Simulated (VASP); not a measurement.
Here is a VASP 6.6.1 calculation.

Contents of INCAR:

```
SYSTEM = LiGaO
PREC = Accurate ; ENCUT = 520
EDIFF = 1E-6 ; ISMEAR = 0
SIGMA = 0.1 ; LREAL = .False.
LASPH = .True. ; NELM = 150
ALGO = Normal ; ISIF = 2
LWAVE = .False. ; LCHARG = .False.
ISPIN = 2 ; MAGMOM = 0 0 1
LORBIT = 11 ; GGA = PE
NBANDS = 22
```

The input KPOINTS:

```
Automatic mesh
0
Gamma
  6 6 6
  0 0 0
```

The input POSCAR:

```
LiGaO
1.0
    3.5761120000      0.0000000000      0.0000000000
    0.0000000000      3.5761120000      0.0000000000
    0.0000000000      0.0000000000      3.1724190000
Li Ga O
1 1 1
Direct
    0.0000000000      0.0000000000      0.5000000000
    0.5000000000      0.5000000000      0.5000000000
    0.0000000000      0.0000000000      0.0000000000
```

Potentials or basis: VASP PAW PBE potentials, release 64 (Li_sv, Ga_d, O).

The run is started by

```sh
$ cat potpaw_PBE.64/Li_sv/POTCAR potpaw_PBE.64/Ga_d/POTCAR potpaw_PBE.64/O/POTCAR > POTCAR
$ mpirun -np 1 vasp_std > vasp.out
```

Task: Estimate the net moment.

Result: 0.00 μB per cell.
